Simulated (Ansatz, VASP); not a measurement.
One calculation of Cs, two programs

INCAR

```
PREC = Accurate
ENCUT = 520
EDIFF = 1E-7
ISMEAR = 0
SIGMA = 0.05
LREAL = False
LASPH = True
NELM = 80
ALGO = Fast
ISIF = 2
LWAVE = False
LCHARG = True
GGA = PE
LELF = True
LVHAR = True
NBANDS = 10
```

The input KPOINTS:

```
regular mesh
0
Gamma
  10 10 10
```

POSCAR

```
Cs
1.0
   -3.0433303540      3.0433303540      3.0433303540
    3.0433303540     -3.0433303540      3.0433303540
    3.0433303540      3.0433303540     -3.0433303540
Cs
1
Direct
    0.0000000000      0.0000000000      0.0000000000
```

Input for Ansatz:

```yaml
crystal:
  lattice:
    - [-3.043330354, 3.043330354, 3.043330354]
    - [3.043330354, -3.043330354, 3.043330354]
    - [3.043330354, 3.043330354, -3.043330354]
  atoms:
    - { symbol: Cs, position: [0.0, 0.0, 0.0] }
basis:
  ecutwfc: 420
  ecutrho_ratio: 4
kpoints:
  mp_grid: { grid: [10, 10, 10] }
hamiltonian:
  xc: pbe
scf:
  occupations: { method: gaussian, width: 0.05 }
output:
  forces: true
  stress: true
  eigenvalues: true
```

Alike in both runs: task single point; functional PBE; k mesh 10 × 10 × 10; occupations gaussian, width 0.05 eV; no spin polarisation.

```csv
,VASP,Ansatz
version,VASP 6.6.1,Ansatz 0.2.0
potentials or method,"VASP PAW PBE potentials, release 64 (Cs_sv), cutoff 520 eV","scalar-relativistic, plane waves, PAW"
valence electrons in the cell,9,9
```

```csv
,VASP,Ansatz,Ansatz less VASP
gap on the k mesh at the Fermi level (eV),none,none,-
pressure (GPa),0.1,0.1,+0.01
```

A gap of «none» marks a metal or a gap that the smearing closes. The functional is the same, so the differences come from potentials, cutoffs and numerics.

Neither program's run includes spin-orbit coupling.
